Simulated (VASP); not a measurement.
Wanted: the native input for a VASP 6.6.1 run.

| Item | Value |
| --- | --- |
| Task | single point |
| Functional | PBEsol |
| Potentials or basis | VASP PAW PBE potentials, release 64 (Zr_sv, H, Pd) |
| Cutoff | 520 eV |
| k mesh | 4 × 4 × 4 |
| Occupations | methfessel-paxton, width 0.05 eV |
| Spin | no spin polarisation |
| Dipole correction | no |
| Further INCAR settings | ALGO = Normal; EDIFF = 1e-06; NBANDS = 28 |

The structure of Zr2H3Pd lies in POSCAR:

```
Zr2H3Pd
1.0
   -1.6033930000      1.6033930000      6.7000100000
    1.6033930000     -1.6033930000      6.7000100000
    1.6033930000      1.6033930000     -6.7000100000
Zr H Pd
2 3 1
Direct
    0.6470620000      0.6470620000      0.0000000000
    0.3529380000      0.3529380000      0.0000000000
    0.5000000000      0.5000000000      0.0000000000
    0.7500000000      0.2500000000      0.5000000000
    0.2500000000      0.7500000000      0.5000000000
    0.0000000000      0.0000000000      0.0000000000
```

These files were run (other wordings do the same):

INCAR

```
SYSTEM = Zr2H3Pd
PREC = Accurate
ENCUT = 520
EDIFF = 1E-6
ISMEAR = 1
SIGMA = 0.05
LREAL = .FALSE.
LASPH = .TRUE.
NELM = 100
ALGO = Normal
ISIF = 2
LWAVE = .FALSE.
LCHARG = .FALSE.
GGA = PS
NBANDS = 28
```

KPOINTS

```
regular mesh
0
G
  4 4 4
  0 0 0
```

Potentials or basis: VASP PAW PBE potentials, release 64 (Zr_sv, H, Pd).

The run is started by

```sh
$ cat potpaw_PBE.64/Zr_sv/POTCAR potpaw_PBE.64/H/POTCAR potpaw_PBE.64/Pd/POTCAR > POTCAR
$ mpirun -np 1 vasp_std > vasp.out
```

Results of the run:

```json
{
 "Pressure": "-6.3 GPa",
 "Largest force": "0.255 eV/Å"
}
```

Caveat: the k points lie up to 0.69 Å⁻¹ apart; the PAW data sets were made with another functional, which shifts forces and pressure a little.

It took 100 s on 1 thread of Intel(R) Xeon(R) Platinum 8488C (Sapphire Rapids), on a shared host, peak memory 0.38 GiB.
